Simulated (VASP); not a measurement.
# Si2BiTe5 in VASP: a series of runs, part 3 of 3

VASP 6.6.1.

**7. Single point, PBE**

This run uses another cell than the first one, of 29.56 Å³/atom, 0.981 times its volume.

INCAR

```
PREC     = Accurate       # precision mode
ENCUT    = 520            # plane-wave cutoff, eV
EDIFF    = 1E-6           # SCF threshold, eV
ISMEAR   = 0              # smearing method
SIGMA    = 0.2            # smearing width, eV
LREAL    = F              # projectors in reciprocal space
LASPH    = T              # aspherical terms in the spheres
NELM     = 60             # most SCF steps
ALGO     = Normal         # electronic algorithm
ISIF     = 2              # what is computed and relaxed
LWAVE    = F              # write WAVECAR
LCHARG   = F              # write CHGCAR
GGA      = PE             # functional
NBANDS   = 36             # bands
```

KPOINTS

```
regular mesh
0
Gamma
  6 6 2
```

POSCAR

```
Si2BiTe5
1.0
    4.0079355566     -0.0011440479      0.0018223683
   -2.0049543644      3.4725517249     -0.0004926438
    0.0055466874      0.0047513139     16.9940243939
Si Bi Te
2 1 5
Direct
    0.9967217400      0.9989745353      0.7147562944
    0.3360846022      0.6679311749      0.0961745699
    0.0009540205     -0.0002066150      0.3377577717
    0.6639774489      0.3326121135      0.6217286439
    0.3293432320      0.6654246525      0.8053566701
    1.0032621250      1.0014300490      0.0092086365
    0.6691911182      0.3343697952      0.1959167560
    0.3337990466      0.6661309612      0.4521006575
```

Potentials or basis: VASP PAW PBE potentials, release 64 (Si, Bi_d, Te).

Launch:

```
$ cat potpaw_PBE.64/Si/POTCAR potpaw_PBE.64/Bi_d/POTCAR potpaw_PBE.64/Te/POTCAR > POTCAR
$ mpirun -np 1 vasp_std > vasp.out
```

OUTCAR:

```text
PREC = Accurate
   ENCUT = 520
   EDIFF = 1E-6
   ISMEAR = 0
   LREAL = F
   LASPH = T
   NELM = 60
   ISIF = 2
   GGA = PE

 ion  position               nearest neighbor table
   1  0.997  0.999  0.715-   5 2.78   5 2.78   5 2.78   4 2.80   4 2.80   4 2.80
   2  0.336  0.668  0.096-   6 2.75   6 2.75   6 2.75   7 2.87   7 2.87   7 2.87
   3  0.001  1.000  0.338-   8 3.02   8 3.02   8 3.02   7 3.34   7 3.34   7 3.34
   4  0.664  0.333  0.622-   1 2.80   1 2.80   1 2.80
   5  0.329  0.665  0.805-   1 2.78   1 2.78   1 2.78
   6  0.003  0.001  0.009-   2 2.75   2 2.75   2 2.75
   7  0.669  0.334  0.196-   2 2.87   2 2.87   2 2.87   3 3.34   3 3.34   3 3.34
   8  0.334  0.666  0.452-   3 3.02   3 3.02   3 3.02

  LATTYP: Found a triclinic cell.
 ALAT       =     4.0079361342
 B/A-ratio  =     1.0004638518
 C/A-ratio  =     4.2400940021
 COS(alpha) =     0.0000439325
 COS(beta)  =     0.0007810005
 COS(gamma) =     0.5002613382

  Lattice vectors:

 A1 = (  -4.0079355566,   0.0011440479,  -0.0018223683)
 A2 = (  -2.0049543644,   3.4725517249,  -0.0004926438)
 A3 = (  -0.0055466874,  -0.0047513139, -16.9940243939)

Analysis of symmetry for initial positions (statically):
=====================================================================
 Subroutine PRICEL returns:
 Original cell was already a primitive cell.

 Routine SETGRP: Setting up the symmetry group for a
 triclinic supercell.

 Subroutine GETGRP returns: Found  1 space group operations
 (whereof  1 operations were pure point group operations)
 out of a pool of  2 trial point group operations.

The static configuration has the point symmetry C_1 .

Analysis of symmetry for dynamics (positions and initial velocities):
=====================================================================
 Subroutine PRICEL returns:
 Original cell was already a primitive cell.

 Routine SETGRP: Setting up the symmetry group for a
 triclinic supercell.

 Subroutine GETGRP returns: Found  1 space group operations
[... 154 lines left out ...]
     AMIX_MAG =   1.60;   BMIX_MAG =  1.00
  volume/ion in A,a.u.               =      29.56       199.48
  Fermi-wavevector in a.u.,A,eV,Ry     =   0.994418  1.879177 13.454342  0.988866
  Thomas-Fermi vector in A             =   2.126367
   LORBIT       =      0    0 simple, 1 ext, 2 COOP (PROOUT), +10 PAW based schemes
   GGA     = PE    functional components
   LHFCALC =     F    Hartree Fock is set to
   AEXX    =    0.0000 exact exchange contribution
   IVDW    =     0    specifies the selected vdW correction
   LEPSILON=     F    determine dielectric tensor
   LRPA    =     F    only Hartree local field effects (RPA)
 non-spin polarized calculation
 Gauss-broadening in eV      SIGMA  =   0.20
  energy-cutoff  :      520.00
  volume of cell :      236.48
 maximum number of plane-waves:      6401
 NGX is ok and might be reduce to    30
   NGX = 15   NGY = 15   NGZ = 63

 number of electron      52.9999995 magnetization

 Free energy of the ion-electron system (eV)
  ---------------------------------------------------
  ext. energy  EPLUGINS =         0.00000000
  ---------------------------------------------------
  free energy    TOTEN  =       -30.25703163 eV

  energy without entropy =      -30.19064916  energy(sigma->0) =      -30.22384039

 E-fermi :   6.1176     XC(G=0):  -9.3737

 val. band max:        6.0961476991   @ k =   0.3333   0.3333   0.5000
 cond. band min:       6.1294773249   @ k =  -0.0000  -0.0000   0.5000
 fundamental gap:      0.0333296258
 Fermi energy:         6.1176012362

 k-point     1 :       0.0000    0.0000    0.0000
  band No.  band energies     occupation
      1     -16.9909      2.00000
      2     -16.9908      2.00000
      3     -16.9767      2.00000
      4     -16.9624      2.00000
      5     -16.9623      2.00000
      6      -7.3517      2.00000
[... 925 lines left out ...]
     35      10.2176      0.00000
     36      10.4064      0.00000

 [... further k-points ...]
[... 5 lines left out ...]
  --------------------------------------------------------------------------------------
  -------------------------------------------------------------------------------------
  Total        0.0610097      0.0630201      0.0894365      0.0016716      0.0082927     -0.0004047
  in kB        0.4133477      0.4269681      0.6059422      0.0113254      0.0561838     -0.0027421
  external PRESSURE =       0.4820860 kB  Pullay stress =       0.0000000 kB

 VOLUME and BASIS-vectors are now :
 -----------------------------------------------------------------------------
  energy-cutoff  :      520.00
  volume of cell :      236.48
      direct lattice vectors                 reciprocal lattice vectors
     4.007935557 -0.001144048  0.001822368     0.249546192  0.144080983 -0.000121733
    -2.004954364  3.472551725 -0.000492644     0.000082251  0.288020150 -0.000080554
     0.005546687  0.004751314 16.994024394    -0.000026758 -0.000007101  0.058844224

 POSITION                                       TOTAL-FORCE (eV/Angst)
 -----------------------------------------------------------------------------------
      1.99586      3.47125     12.14791        -0.001355      0.000313     -0.021501
      0.00837      2.31950      1.63468         0.001466     -0.000891      0.012372
     -1.99884      3.47344      5.73937         0.001777      0.000580     -0.028202
      1.99776      1.15721     10.56672         0.001193     -0.000713     -0.007841
     -0.00969      2.31417     13.68652         0.002812      0.000900      0.031862
      0.01026      0.00501      0.15650        -0.002006     -0.000123     -0.010001
      2.01277      1.16128      3.33047        -0.001919     -0.001912     -0.002418
      0.00479      2.31494      7.68329        -0.001968      0.001846      0.025728
 -----------------------------------------------------------------------------------
    total drift:                                0.000390     -0.000057      0.000348

  FREE ENERGIE OF THE ION-ELECTRON SYSTEM (eV)
  ---------------------------------------------------
  free  energy   TOTEN  =       -30.2570316295 eV

  energy  without entropy=      -30.1906491583  energy(sigma->0) =      -30.22384039
```

OSZICAR:

```text
N       E                     dE             d eps       ncg     rms          rms(c)
DAV:   1     0.342027580761E+03    0.34203E+03   -0.21154E+04  2880   0.126E+03
DAV:   2     0.348405776900E+01   -0.33854E+03   -0.32685E+03  3332   0.269E+02
DAV:   3    -0.292578683082E+02   -0.32742E+02   -0.31990E+02  3608   0.906E+01
DAV:   4    -0.304958190789E+02   -0.12380E+01   -0.12282E+01  3632   0.198E+01
DAV:   5    -0.305438164318E+02   -0.47997E-01   -0.47962E-01  4408   0.374E+00    0.123E+01
DAV:   6    -0.303612029052E+02    0.18261E+00   -0.14635E+00  3776   0.584E+00    0.774E+00
DAV:   7    -0.308501344463E+02   -0.48893E+00   -0.71453E+00  3812   0.728E+00    0.369E+00
DAV:   8    -0.302731413037E+02    0.57699E+00   -0.45859E+00  3776   0.542E+00    0.747E-01
DAV:   9    -0.302543568054E+02    0.18784E-01   -0.25292E-01  3572   0.213E+00    0.587E-01
DAV:  10    -0.302572574538E+02   -0.29006E-02   -0.52050E-02  3288   0.850E-01    0.481E-01
DAV:  11    -0.302570523939E+02    0.20506E-03   -0.28393E-03  4460   0.259E-01    0.425E-01
DAV:  12    -0.302570852579E+02   -0.32864E-04   -0.70568E-04  3512   0.130E-01    0.172E-01
DAV:  13    -0.302570164869E+02    0.68771E-04   -0.87554E-04  3532   0.146E-01    0.742E-02
DAV:  14    -0.302570322569E+02   -0.15770E-04   -0.19769E-04  3432   0.509E-02    0.672E-02
DAV:  15    -0.302570316295E+02    0.62739E-06   -0.53488E-06  3912   0.136E-02
   1 F= -.30257032E+02 E0= -.30223840E+02  d E =-.663825E-01
```

stdout:

```text
POSCAR found type information on POSCAR SiBiTe
 POSCAR found :  3 types and       8 ions
 scaLAPACK will be used
 LDA part: xc-table for (Slater+PW92), standard interpolation
 -----------------------------------------------------------------------------
|                                                                             |
|           W    W    AA    RRRRR   N    N  II  N    N   GGGG   !!!           |
|           W    W   A  A   R    R  NN   N  II  NN   N  G    G  !!!           |
|           W    W  A    A  R    R  N N  N  II  N N  N  G       !!!           |
|           W WW W  AAAAAA  RRRRR   N  N N  II  N  N N  G  GGG   !            |
|           WW  WW  A    A  R   R   N   NN  II  N   NN  G    G                |
|           W    W  A    A  R    R  N    N  II  N    N   GGGG   !!!           |
|                                                                             |
|     Your reciprocal lattice and k-lattice belong to different lattice       |
|     classes:                                                                |
|                                                                             |
|        The reciprocal lattice is triclinic,                                 |
|        whereas your k-lattice is base-centered monoclinic.                  |
|                                                                             |
|     Results are often still useful ...                                      |
|                                                                             |
 -----------------------------------------------------------------------------

 POSCAR, INCAR and KPOINTS ok, starting setup
 FFT: planning ... GRIDC
 FFT: planning ... GRID_SOFT
 FFT: planning ... GRID
 WAVECAR not read
 entering main loop
```

It took 4.4 min on 1 thread of Intel Xeon 6975P-C (Granite Rapids), shared host; peak memory 0.5 GiB.

Results:

```yaml
Free_energy: -30.2570 eV
Pressure: 0.0 GPa
Largest_force: 0.032 eV/Å
```

Forces in eV/Å, atoms in the order of the input:
```
Si  -0.001  0.000 -0.022
Si   0.001 -0.001  0.012
Bi   0.002  0.001 -0.028
Te   0.001 -0.001 -0.008
Te   0.003  0.001  0.032
Te  -0.002  0.000 -0.010
Te  -0.002 -0.002 -0.002
Te  -0.002  0.002  0.026
```

Levels at points of the mesh, in eV from the Fermi level:
```csv
k point,band 24,band 25,band 26,band 27,band 28,band 29
"(0.00, 0.00, 0.00)",-0.54,-0.37,-0.36,0.70,0.92,1.75
"(0.50, 0.00, 0.00)",-1.09,-0.91,-0.59,-0.58,-0.26,1.23
"(0.00, 0.50, 0.00)",-1.09,-0.90,-0.59,-0.57,-0.25,1.23
"(0.50, 0.50, 0.00)",-1.10,-0.90,-0.58,-0.57,-0.25,1.23
"(0.00, 0.00, 0.50)",-0.35,-0.35,0.01,0.27,1.06,1.75
"(0.50, 0.00, 0.50)",-1.25,-0.99,-0.54,-0.50,-0.38,1.35
"(0.00, 0.50, 0.50)",-1.24,-0.98,-0.54,-0.49,-0.38,1.35
"(0.50, 0.50, 0.50)",-1.24,-0.98,-0.55,-0.49,-0.38,1.35
```

Caveat: spin-orbit coupling is left out, which moves the levels of the heavy elements.

**8. Summary**

| task | cell | k mesh | cutoff (eV) | smearing | gap on the mesh (eV) | pressure (GPa) | largest force (eV/Å) |
| --- | --- | --- | --- | --- | --- | --- | --- |
| single point | a = 4.012, b = 4.012, c = 17.293 Å, angles 90.0, 90.0, 120.0°, 8 atoms | 5 × 5 × 1 | 520 | gaussian 0.2 eV | none | 0.0 | 0.07 |
| single point | a = 3.998, b = 3.998, c = 17.200 Å, angles 90.0, 90.0, 120.0°, 8 atoms | 6 × 6 × 2 | 520 | gaussian 0.2 eV | none | 0.0 | 0.06 |
| relaxation of cell and atoms | relaxed from a = 4.050, b = 4.050, c = 15.700 Å, angles 90.0, 90.0, 120.0°, 8 atoms | 5 × 5 × 1 | 600 | gaussian 0.2 eV | none | 0.0 | 0.06 |
| single point | a = 3.986, b = 3.986, c = 16.786 Å, angles 90.0, 90.0, 120.0°, 8 atoms | 12 × 12 × 2 | 520 | gaussian 0.1 eV | none | 0.6 | 0.02 |
| single point | a = 3.998, b = 3.998, c = 17.200 Å, angles 90.0, 90.0, 120.0°, 8 atoms | 12 × 12 × 2 | 520 | gaussian 0.1 eV | none | 0.0 | 0.02 |
| single point | a = 4.008, b = 4.010, c = 16.994 Å, angles 90.0, 90.0, 120.0°, 8 atoms | 6 × 6 × 2 | 520 | gaussian 0.2 eV | none | 0.0 | 0.03 |

Alike in all rows: level PBE; potentials or basis VASP PAW PBE potentials, release 64 (Si, Bi_d, Te); no spin polarisation.

Caveats: some runs use coarse meshes; spin-orbit coupling is left out, which moves the levels of the heavy elements; this functional lacks dispersion, which binds the layers, so the pressure and a relaxed spacing across them are unreliable (some runs); the relaxation stopped at a loose force limit of 0.08 eV/Å, so its end isn't a converged minimum (some runs).

Absolute energies hang on the potentials; compare differences alone.
